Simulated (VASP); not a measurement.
Input of a VASP 6.6.1 run:

Contents of INCAR:

```
SYSTEM = CdSe
PREC     = Accurate       ! precision mode
ENCUT    = 520            ! plane-wave cutoff, eV
EDIFF    = 1E-7           ! SCF threshold, eV
ISMEAR   = 0              ! smearing method
SIGMA    = 0.05           ! smearing width, eV
LREAL    = .False.        ! projectors in reciprocal space
LASPH    = .True.         ! aspherical terms in the spheres
NELM     = 80             ! most SCF steps
ALGO     = Normal         ! electronic algorithm
ISIF     = 2              ! what is computed and relaxed
LWAVE    = .False.        ! write WAVECAR
LCHARG   = .False.        ! write CHGCAR
GGA      = PS             ! functional
NBANDS   = 16             ! bands
```

The input KPOINTS:

```
Automatic mesh
0
Gamma
  6 6 6
  0 0 0
```

File POSCAR:

```
CdSe
1.0
   -0.0153513550      3.0702710000      3.0702710000
    3.0702710000     -0.0153513550      3.0702710000
    3.0549196450      3.0549196450      0.0000000000
Cd Se
1 1
Direct
    0.0000000000      0.0000000000      0.0000000000
    0.7500000000      0.7500000000      0.7500000000
```

Potentials or basis: VASP PAW PBE potentials, release 64 (Cd, Se).

The run is started by

```sh
$ cat potpaw_PBE.64/Cd/POTCAR potpaw_PBE.64/Se/POTCAR > POTCAR
$ mpirun -np 1 vasp_std > vasp.out
```

Q: What does it give for the pressure?

A: -1.1 GPa.

Q: What does it give for the band gap on the k mesh?

A: 0.41 eV, direct.

Forces on the atoms (eV/Å):
```
Cd   0.000  0.000  0.053
Se   0.000  0.000 -0.053
```

Caveat: the PAW data sets were made with another functional, which shifts forces and pressure a little. Expect the measured gap to be larger: semilocal functionals such as PBEsol lack the derivative discontinuity.
